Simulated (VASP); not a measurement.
# HfC (I4mm) in VASP: notebook, part 2 of 2

VASP 6.6.1. The steps go on from the part before.

## (3) Single point, PBE

Input file INCAR:

```
  PREC = Accurate
  ENCUT = 520
  EDIFF = 1E-6
  ISMEAR = 0
  SIGMA = 0.1
  LREAL = F
  LASPH = T
  NELM = 60
  ALGO = Normal
  ISIF = 2
  LWAVE = F
  LCHARG = F
  GGA = PE
  NBANDS = 14
```

Input file KPOINTS:

```
Automatic mesh
0
Gamma
  11 11 11
```

Input file POSCAR:

```
HfC
1.0
    0.0000000000      2.3250000000      2.3250000000
    2.3250000000      0.0000000000      2.3250000000
    2.3250000000      2.3250000000      0.0000000000
Hf C
1 1
Direct
    0.4569892473      0.5430107527      0.5430107527
    0.0000000000      0.0000000000      0.0000000000
```

Potentials or basis: VASP PAW PBE potentials, release 64 (Hf_pv, C).

Launch:

```console
$ cat potpaw_PBE.64/Hf_pv/POTCAR potpaw_PBE.64/C/POTCAR > POTCAR
$ mpirun -np 1 vasp_std > vasp.out
```

OUTCAR:

```text
PREC = Accurate
   ENCUT = 520
   EDIFF = 1E-6
   ISMEAR = 0
   LREAL = F
   LASPH = T
   NELM = 60
   ISIF = 2
   GGA = PE

 ion  position               nearest neighbor table
   1  0.457  0.543  0.543-   2 2.12   2 2.33   2 2.33   2 2.33   2 2.33   2 2.53
   2  0.000  0.000  0.000-   1 2.12   1 2.33   1 2.33   1 2.33   1 2.33   1 2.53

  LATTYP: Found a face centered cubic cell.
 ALAT       =     4.6500000000

  Lattice vectors:

 A1 = (   0.0000000000,   2.3250000000,   2.3250000000)
 A2 = (   2.3250000000,   0.0000000000,   2.3250000000)
 A3 = (   2.3250000000,   2.3250000000,   0.0000000000)

Analysis of symmetry for initial positions (statically):
=====================================================================
 Subroutine PRICEL returns:
 Original cell was already a primitive cell.

 Routine SETGRP: Setting up the symmetry group for a
 face centered cubic supercell.

 Subroutine GETGRP returns: Found  8 space group operations
 (whereof  8 operations were pure point group operations)
 out of a pool of 48 trial point group operations.

The static configuration has the point symmetry C_4v.

Analysis of symmetry for dynamics (positions and initial velocities):
=====================================================================
 Subroutine PRICEL returns:
 Original cell was already a primitive cell.

 Routine SETGRP: Setting up the symmetry group for a
 face centered cubic supercell.

 Subroutine GETGRP returns: Found  8 space group operations
 (whereof  8 operations were pure point group operations)
 out of a pool of 48 trial point group operations.

The dynamic configuration has the point symmetry C_4v.

 Subroutine INISYM returns: Found  8 space group operations
 (whereof  8 operations are pure point group operations),
 and found     1 'primitive' translations

----------------------------------------------------------------------------------------

                                     Primitive cell

  volume of cell :      25.1362

  direct lattice vectors                    reciprocal lattice vectors
     0.000000000  2.325000000  2.325000000    -0.215053763  0.215053763  0.215053763
     2.325000000  0.000000000  2.325000000     0.215053763 -0.215053763  0.215053763
     2.325000000  2.325000000  0.000000000     0.215053763  0.215053763 -0.215053763

  length of vectors
     3.288046533  3.288046533  3.288046533     0.372484045  0.372484045  0.372484045

  position of ions in fractional coordinates (direct lattice)
     0.456989247  0.543010753  0.543010753
     0.000000000  0.000000000  0.000000000

  ion indices of the primitive-cell ions
   primitive index   ion index
                 1           1
                 2           2

----------------------------------------------------------------------------------------

 KPOINTS: Automatic mesh

Automatic generation of k-mesh.
 Grid dimensions read from file:
 generate k-points for:   11   11   11

 Generating k-lattice:

  Cartesian coordinates                     Fractional coordinates (reciprocal lattice)
    -0.019550342  0.019550342  0.019550342     0.090909091  0.000000000  0.000000000
     0.019550342 -0.019550342  0.019550342     0.000000000  0.090909091  0.000000000
     0.019550342  0.019550342 -0.019550342     0.000000000  0.000000000  0.090909091

  Length of vectors
     0.033862186  0.033862186  0.033862186

  Shift w.r.t. Gamma in fractional coordinates (k-lattice)
     0.000000000  0.000000000  0.000000000

 Subroutine IBZKPT returns following result:
 ===========================================

 Found    126 irreducible k-points:

 Following reciprocal coordinates:
            Coordinates               Weight
  0.000000  0.000000  0.000000      1.000000
  0.090909  0.000000  0.000000      8.000000
  0.181818  0.000000  0.000000      8.000000
  0.272727  0.000000  0.000000      8.000000
  0.363636  0.000000  0.000000      8.000000
  0.454545  0.000000  0.000000      8.000000
[... 16 lines left out ...]
 -0.181818  0.090909  0.000000     16.000000
  0.000000 -0.181818  0.090909      8.000000
 [... further k-points ...]
   k-points           NKPTS =    126   k-points in BZ     NKDIM =    126   number of bands    NBANDS=     14
   number of dos      NEDOS =    301   number of ions     NIONS =      2
   total plane-waves  NPLWV =  13824
   dimension x,y,z NGX =    24 NGY =   24 NGZ =   24
   dimension x,y,z NGXF=    48 NGYF=   48 NGZF=   48
   ions per type =               1   1
   NGX,Y,Z   is equivalent  to a cutoff of  12.13, 12.13, 12.13 a.u.
   NGXF,Y,Z  is equivalent  to a cutoff of  24.27, 24.27, 24.27 a.u.
 SYSTEM =  unknown system
   PREC   = accura    normal or accurate (medium, high low for compatibility)
   ISTART =      0    job   : 0-new  1-cont  2-samecut
   ICHARG =      2    charge: 1-file 2-atom 10-const
   ISPIN  =      1    spin polarized calculation?
   LNONCOLLINEAR =      F non collinear calculations
   LSORBIT =      F    spin-orbit coupling
   LASPH  =      T    aspherical Exc in radial PAW
   ENCUT  =  520.0 eV  38.22 Ry    6.18 a.u.   6.11  6.11  6.11*2*pi/ulx,y,z
   NELM   =     60;   NELMIN=  2; NELMDL= -5     # of ELM steps
   EDIFF  = 0.1E-05   stopping-criterion for ELM
   LREAL  =      F    real-space projection
   EDIFFG = 0.1E-04   stopping-criterion for IOM
   NSW    =      0    number of steps for IOM
   IBRION =     -1    ionic relax: 0-MD 1-quasi-New 2-CG
   NFREE  =      0    steps in history (QN), initial steepest desc. (CG)
   ISIF   =      2    stress and relaxation
   ISYM   =      2    0-nonsym 1-usesym 2-fastsym
   POTIM  = 0.5000    time-step for ionic-motion
   TEBEG  =    0.0;   TEEND  =   0.0 temperature during run
   PSTRESS=    0.0 pullay stress
   NELECT =      14.0000    total number of electrons
   NUPDOWN=      -1.0000    fix difference up-down
   EMIN   =  10.00;   EMAX   =-10.00  energy-range for DOS
   EFERMI =   0.00;   METHOD = LEGACY
   ISMEAR =     0;   SIGMA  =   0.10  broadening in eV -4-tet -1-fermi 0-gaus
   EFERMI_NEDOS =   21; number of points for ismear=-14 and -15
   IALGO  =     38    algorithm
   IMIX   =      4    mixing-type and parameters
     AMIX     =   0.40;   BMIX     =  1.00
     AMIX_MAG =   1.60;   BMIX_MAG =  1.00
  volume/ion in A,a.u.               =      12.57        84.81
  Fermi-wavevector in a.u.,A,eV,Ry     =   1.346949  2.545365 24.684672  1.814272
  Thomas-Fermi vector in A             =   2.474740
   LORBIT       =      0    0 simple, 1 ext, 2 COOP (PROOUT), +10 PAW based schemes
   GGA     = PE    functional components
   LHFCALC =     F    Hartree Fock is set to
   AEXX    =    0.0000 exact exchange contribution
   IVDW    =     0    specifies the selected vdW correction
   LEPSILON=     F    determine dielectric tensor
   LRPA    =     F    only Hartree local field effects (RPA)
 non-spin polarized calculation
 Gauss-broadening in eV      SIGMA  =   0.10
  energy-cutoff  :      520.00
  volume of cell :       25.14
 maximum number of plane-waves:       690
   NGX = 13   NGY = 13   NGZ = 13

 number of electron      14.0000000 magnetization

 Free energy of the ion-electron system (eV)
  ---------------------------------------------------
  ext. energy  EPLUGINS =         0.00000000
  ---------------------------------------------------
  free energy    TOTEN  =       -20.89137971 eV

  energy without entropy =      -20.89020481  energy(sigma->0) =      -20.89079226

 E-fermi :   6.0409     XC(G=0): -12.2679

 val. band max:        5.9929668715   @ k =   0.0000  -0.0909   0.0909
 cond. band min:       6.0573531351   @ k =   0.0000   0.4545   0.3636
 fundamental gap:      0.0643862635
 Fermi energy:         6.0409404843

 k-point     1 :       0.0000    0.0000    0.0000
  band No.  band energies     occupation
      1     -23.6188      2.00000
      2     -23.6173      2.00000
      3     -23.6173      2.00000
      4      -6.3263      2.00000
      5       5.9435      1.83186
      6       5.9435      1.83186
      7       6.2185      0.01201
      8       7.3490      0.00000
      9       8.4884      0.00000
     10       8.4884      0.00000
     11       9.3546      0.00000
     12      10.3961      0.00000
     13      12.6939      0.00000
     14      16.8685      0.00000
[... 375 lines left out ...]
 k-point    24 :       0.0000   -0.1818    0.0909
  band No.  band energies     occupation
      1     -23.8988      2.00000
      2     -23.6914      2.00000
      3     -23.6348      2.00000
      4      -5.1395      2.00000
      5       3.0382      2.00000
      6       4.2228      2.00000
      7       5.0132      2.00000
      8       8.1682      0.00000
      9       8.2435      0.00000
     10       9.6676      0.00000
     11      12.4346      0.00000
     12      13.9417      0.00000
     13      14.9999      0.00000
     14      19.7076      0.00000

 [... further k-points ...]
[... 5 lines left out ...]
  --------------------------------------------------------------------------------------
  -------------------------------------------------------------------------------------
  Total        1.8477953     -0.1468109     -0.1468109     -0.0000000      0.0000000      0.0000000
  in kB      117.7783805     -9.3577188     -9.3577188     -0.0000000      0.0000000      0.0000000
  external PRESSURE =      33.0209810 kB  Pullay stress =       0.0000000 kB

 VOLUME and BASIS-vectors are now :
 -----------------------------------------------------------------------------
  energy-cutoff  :      520.00
  volume of cell :       25.14
      direct lattice vectors                 reciprocal lattice vectors
     0.000000000  2.325000000  2.325000000    -0.215053763  0.215053763  0.215053763
     2.325000000  0.000000000  2.325000000     0.215053763 -0.215053763  0.215053763
     2.325000000  2.325000000  0.000000000     0.215053763  0.215053763 -0.215053763

 POSITION                                       TOTAL-FORCE (eV/Angst)
 -----------------------------------------------------------------------------------
      2.52500      2.32500      2.32500        -1.721180      0.000000      0.000000
      0.00000      0.00000      0.00000         1.721180      0.000000      0.000000
 -----------------------------------------------------------------------------------
    total drift:                                0.000322     -0.000000     -0.000000

  FREE ENERGIE OF THE ION-ELECTRON SYSTEM (eV)
  ---------------------------------------------------
  free  energy   TOTEN  =       -20.8913797119 eV

  energy  without entropy=      -20.8902048082  energy(sigma->0) =      -20.89079226
```

Run time: 12 s. Hardware: 1 thread of Intel Xeon 6975P-C (Granite Rapids), shared host; peak memory 0.16 GiB.

What came out:

```
Free energy            : -20.8914 eV
Pressure               : 3.3 GPa
Largest force          : 1.721 eV/Å
Band gap on the k mesh : zero (band 7 reaches 6.29 eV, above the bottom of band 8 at 5.42 eV)
```

Forces on the atoms (eV/Å):
```
Hf  -1.721  0.000  0.000
C    1.721  0.000  0.000
```

Stress tensor (GPa, compression positive):
```
11.78  0.00  0.00
 0.00 -0.94  0.00
 0.00  0.00 -0.94
```

Caveat: spin-orbit coupling is left out, which moves the levels of the heavy elements; forces of over 1 eV/Å act on the atoms, so gaps and moduli don't describe the material at rest.
